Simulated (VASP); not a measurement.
# Si2Ni (Fm-3m) in VASP: further runs, part 2 of 2

VASP 6.6.1.

## Step 4: Single point, PBEsol, collinear spin, ferromagnetic start

INCAR reads:

```
SYSTEM = Si2Ni
PREC     = Accurate       ! precision mode
ENCUT    = 520            ! plane-wave cutoff, eV
EDIFF    = 1E-6           ! SCF threshold, eV
ISMEAR   = 0              ! smearing method
SIGMA    = 0.1            ! smearing width, eV
LREAL    = .FALSE.        ! projectors in reciprocal space
LASPH    = .TRUE.         ! aspherical terms in the spheres
NELM     = 150            ! most SCF steps
ALGO     = Normal         ! electronic algorithm
ISIF     = 2              ! what is computed and relaxed
LWAVE    = .FALSE.        ! write WAVECAR
LCHARG   = .FALSE.        ! write CHGCAR
ISPIN    = 2              ! spin polarisation
MAGMOM   = 0 0 2          ! initial moments
LORBIT   = 11             ! projections on sites
LMAXMIX  = 4              ! l up to which the mixer works
GGA      = PS             ! functional
NBANDS   = 20             ! bands
```

KPOINTS reads:

```
Automatic mesh
0
G
  6 6 6
  0 0 0
```

POSCAR reads:

```
Si2Ni
1.0
    0.0000000000      2.6975000000      2.6975000000
    2.6975000000      0.0000000000      2.6975000000
    2.6975000000      2.6975000000      0.0000000000
Si Ni
2 1
Direct
    0.2500000000      0.2500000000      0.2500000000
    0.7500000000      0.7500000000      0.7500000000
    0.0000000000      0.0000000000      0.0000000000
```

Launch:

```sh
$ cat potpaw_PBE.64/Si/POTCAR potpaw_PBE.64/Ni/POTCAR > POTCAR
$ mpirun -np 1 vasp_std > vasp.out
```

Run time: 13 s. Hardware: 1 thread of Intel Xeon 6975P-C (Granite Rapids), shared host; peak memory 0.17 GiB.

The run converged. Its results:

```
Free energy                                           : -18.9805 eV
Pressure                                              : 0.3 GPa
Band gap on the k mesh                                : zero (filled and empty bands overlap)
Net moment                                            : 0.00 μB per cell
Valence electrons inside the program's atomic spheres : Si 1.59; Ni 9.84
```

Levels at points of the mesh, in eV from the Fermi level:
Spin up:
```csv
k point,band 6,band 7,band 8,band 9,band 10,band 11,band 12,band 13
"(0.00, 0.00, 0.00)",-3.59,-0.28,1.68,1.68,1.68,2.19,2.19,2.19
"(0.50, 0.00, 0.00)",-3.41,-3.41,-1.51,-1.51,1.70,1.76,1.76,2.60
"(0.50, 0.50, 0.00)",-3.69,-3.69,-3.53,-3.18,-0.45,1.28,7.70,8.31
```
Spin down:
```tsv
k point	band 6	band 7	band 8	band 9	band 10	band 11	band 12	band 13
(0.00, 0.00, 0.00)	-3.59	-0.28	1.68	1.68	1.68	2.19	2.19	2.19
(0.50, 0.00, 0.00)	-3.41	-3.41	-1.51	-1.51	1.70	1.76	1.76	2.59
(0.50, 0.50, 0.00)	-3.69	-3.69	-3.53	-3.18	-0.45	1.28	7.70	8.31
```

Caveat: the starting moments collapsed, and a magnetic state may lie lower; the PAW data sets were made with another functional, which shifts forces and pressure a little.

## Step 5: Single point, PBEsol

INCAR reads:

```
SYSTEM = Si2Ni
PREC     = Accurate       ! precision mode
ENCUT    = 520            ! plane-wave cutoff, eV
EDIFF    = 1E-6           ! SCF threshold, eV
ISMEAR   = 0              ! smearing method
SIGMA    = 0.1            ! smearing width, eV
LREAL    = .False.        ! projectors in reciprocal space
LASPH    = .True.         ! aspherical terms in the spheres
NELM     = 60             ! most SCF steps
ALGO     = Normal         ! electronic algorithm
ISIF     = 2              ! what is computed and relaxed
LWAVE    = .False.        ! write WAVECAR
LCHARG   = .False.        ! write CHGCAR
GGA      = PS             ! functional
NBANDS   = 16             ! bands
```

KPOINTS reads:

```
Automatic mesh
0
Gamma
  14 14 14
  0 0 0
```

POSCAR reads:

```
Si2Ni
1.0
    0.0000000000      2.6957048444      2.6957048444
    2.6957048444      0.0000000000      2.6957048444
    2.6957048444      2.6957048444      0.0000000000
Si Ni
2 1
Direct
    0.2500000000      0.2500000000      0.2500000000
    0.7500000000      0.7500000000      0.7500000000
    0.0000000000      0.0000000000      0.0000000000
```

Potentials or basis: VASP PAW PBE potentials, release 64 (Si, Ni).

Launch:

```sh
$ cat potpaw_PBE.64/Si/POTCAR potpaw_PBE.64/Ni/POTCAR > POTCAR
$ mpirun -np 1 vasp_std > vasp.out
```

OUTCAR:

```text
SYSTEM = Si2Ni
   PREC = Accurate
   ENCUT = 520
   EDIFF = 1E-6
   ISMEAR = 0
   LREAL = .False.
   LASPH = .True.
   NELM = 60
   ISIF = 2
   GGA = PS

 ion  position               nearest neighbor table
   1  0.250  0.250  0.250-   3 2.33   3 2.33   3 2.33   3 2.33   2 2.70   2 2.70   2 2.70   2 2.70
                             2 2.70   2 2.70
   2  0.750  0.750  0.750-   3 2.33   3 2.33   3 2.33   3 2.33   1 2.70   1 2.70   1 2.70   1 2.70
                             1 2.70   1 2.70
   3  0.000  0.000  0.000-   2 2.33   2 2.33   2 2.33   1 2.33   2 2.33   1 2.33   1 2.33   1 2.33

  LATTYP: Found a face centered cubic cell.
 ALAT       =     5.3914096888

  Lattice vectors:

 A1 = (   0.0000000000,   2.6957048444,   2.6957048444)
 A2 = (   2.6957048444,   0.0000000000,   2.6957048444)
 A3 = (   2.6957048444,   2.6957048444,   0.0000000000)

Analysis of symmetry for initial positions (statically):
=====================================================================
 Subroutine PRICEL returns:
 Original cell was already a primitive cell.

 Routine SETGRP: Setting up the symmetry group for a
 face centered cubic supercell.

 Subroutine GETGRP returns: Found 48 space group operations
 (whereof 48 operations were pure point group operations)
 out of a pool of 48 trial point group operations.

The static configuration has the point symmetry O_h .

Analysis of symmetry for dynamics (positions and initial velocities):
=====================================================================
 Subroutine PRICEL returns:
 Original cell was already a primitive cell.

 Routine SETGRP: Setting up the symmetry group for a
 face centered cubic supercell.

 Subroutine GETGRP returns: Found 48 space group operations
 (whereof 48 operations were pure point group operations)
 out of a pool of 48 trial point group operations.

The dynamic configuration has the point symmetry O_h .

 Subroutine INISYM returns: Found 48 space group operations
 (whereof 48 operations are pure point group operations),
 and found     1 'primitive' translations

[... 112 lines left out ...]
   EFERMI_NEDOS =   21; number of points for ismear=-14 and -15
   IALGO  =     38    algorithm
   IMIX   =      4    mixing-type and parameters
     AMIX     =   0.40;   BMIX     =  1.00
     AMIX_MAG =   1.60;   BMIX_MAG =  1.00
  volume/ion in A,a.u.               =      13.06        88.13
  Fermi-wavevector in a.u.,A,eV,Ry     =   1.263233  2.387163 21.711587  1.595757
  Thomas-Fermi vector in A             =   2.396600
   LORBIT       =      0    0 simple, 1 ext, 2 COOP (PROOUT), +10 PAW based schemes
   GGA     = PS    functional components
   LHFCALC =     F    Hartree Fock is set to
   AEXX    =    0.0000 exact exchange contribution
   IVDW    =     0    specifies the selected vdW correction
   LEPSILON=     F    determine dielectric tensor
   LRPA    =     F    only Hartree local field effects (RPA)
 non-spin polarized calculation
 Gauss-broadening in eV      SIGMA  =   0.10
  energy-cutoff  :      520.00
  volume of cell :       39.18
 maximum number of plane-waves:      1067
   NGX = 15   NGY = 15   NGZ = 15

 number of electron      17.9999996 magnetization

 Free energy of the ion-electron system (eV)
  ---------------------------------------------------
  ext. energy  EPLUGINS =         0.00000000
  ---------------------------------------------------
  free energy    TOTEN  =       -18.98370121 eV

  energy without entropy =      -18.97934856  energy(sigma->0) =      -18.98152489

 E-fermi :  10.5297     XC(G=0): -11.7353

 val. band max:       10.4749683866   @ k =  -0.0714   0.0714   0.0000
 cond. band min:      10.5556008536   @ k =  -0.2143   0.1429   0.0000
 fundamental gap:      0.0806324671
 Fermi energy:        10.5297043550

 k-point     1 :       0.0000    0.0000    0.0000
  band No.  band energies     occupation
      1      -3.4488      2.00000
      2       5.2167      2.00000
      3       5.2167      2.00000
      4       5.2167      2.00000
      5       6.9225      2.00000
      6       6.9225      2.00000
[... 433 lines left out ...]
      3       5.3798      2.00000
      4       5.4217      2.00000
      5       6.3858      2.00000
      6       7.0550      2.00000
[... 8 lines left out ...]
     15      17.5570      0.00000
     16      17.8027      0.00000

 [... further k-points ...]
[... 5 lines left out ...]
  --------------------------------------------------------------------------------------
  -------------------------------------------------------------------------------------
  Total        0.0178099      0.0178099      0.0178099     -0.0000000      0.0000000     -0.0000000
  in kB        0.7283232      0.7283232      0.7283232     -0.0000000      0.0000000     -0.0000000
  external PRESSURE =       0.7283232 kB  Pullay stress =       0.0000000 kB

 VOLUME and BASIS-vectors are now :
 -----------------------------------------------------------------------------
  energy-cutoff  :      520.00
  volume of cell :       39.18
      direct lattice vectors                 reciprocal lattice vectors
     0.000000000  2.695704844  2.695704844    -0.185480247  0.185480247  0.185480247
     2.695704844  0.000000000  2.695704844     0.185480247 -0.185480247  0.185480247
     2.695704844  2.695704844  0.000000000     0.185480247  0.185480247 -0.185480247

 POSITION                                       TOTAL-FORCE (eV/Angst)
 -----------------------------------------------------------------------------------
      1.34785      1.34785      1.34785         0.000000      0.000000      0.000000
      4.04356      4.04356      4.04356        -0.000000     -0.000000     -0.000000
      0.00000      0.00000      0.00000        -0.000000      0.000000      0.000000
 -----------------------------------------------------------------------------------
    total drift:                               -0.000000     -0.000000      0.000000

  FREE ENERGIE OF THE ION-ELECTRON SYSTEM (eV)
  ---------------------------------------------------
  free  energy   TOTEN  =       -18.9837012133 eV

  energy  without entropy=      -18.9793485613  energy(sigma->0) =      -18.98152489
```

OSZICAR:

```text
N       E                     dE             d eps       ncg     rms          rms(c)
DAV:   1     0.628613649737E+02    0.62861E+02   -0.77769E+03  3352   0.116E+03
DAV:   2    -0.179461985447E+02   -0.80808E+02   -0.73995E+02  3656   0.214E+02
DAV:   3    -0.212147426530E+02   -0.32685E+01   -0.32053E+01  4368   0.467E+01
DAV:   4    -0.212656130178E+02   -0.50870E-01   -0.50841E-01  3880   0.558E+00
DAV:   5    -0.212669554448E+02   -0.13424E-02   -0.13424E-02  4328   0.951E-01    0.173E+01
DAV:   6    -0.262791725490E+02   -0.50122E+01   -0.44964E+01  3448   0.156E+02    0.257E+01
DAV:   7    -0.191542894994E+02    0.71249E+01   -0.13341E+01  4176   0.959E+01    0.396E+00
DAV:   8    -0.190320179145E+02    0.12227E+00   -0.17449E+00  4480   0.211E+01    0.266E+00
DAV:   9    -0.189859436261E+02    0.46074E-01   -0.26325E-01  4104   0.876E+00    0.655E-01
DAV:  10    -0.189838763990E+02    0.20672E-02   -0.88194E-03  4776   0.174E+00    0.305E-01
DAV:  11    -0.189836894078E+02    0.18699E-03   -0.92670E-04  4872   0.332E-01    0.471E-02
DAV:  12    -0.189837048670E+02   -0.15459E-04   -0.41578E-05  4016   0.581E-02    0.249E-02
DAV:  13    -0.189837012077E+02    0.36593E-05   -0.13400E-05  4184   0.858E-02    0.653E-03
DAV:  14    -0.189837012133E+02   -0.55948E-08   -0.10014E-06  2368   0.895E-03
   1 F= -.18983701E+02 E0= -.18981525E+02  d E =-.435265E-02
```

Wall time 24 s (1 thread of Intel Xeon 6975P-C (Granite Rapids), shared host); peak memory 0.19 GiB.

Results:

* Free energy: -18.9837 eV
* Pressure: 0.1 GPa
* Band gap on the k mesh: zero (band 9 reaches 12.21 eV, above the bottom of band 10 at 10.08 eV)

Levels at points of the mesh, in eV from the Fermi level:
```tsv
k point	band 6	band 7	band 8	band 9	band 10	band 11	band 12	band 13
(0.00, 0.00, 0.00)	-3.61	-0.25	1.68	1.68	1.68	2.19	2.19	2.19
(0.50, 0.00, 0.00)	-3.42	-3.42	-1.51	-1.51	1.71	1.77	1.77	2.61
(0.50, 0.50, 0.00)	-3.71	-3.71	-3.54	-3.20	-0.45	1.28	7.71	8.33
```

Caveat: the PAW data sets were made with another functional, which shifts forces and pressure a little. Spin polarisation is off, so any magnetic state and its effect on volume and gap are missing.
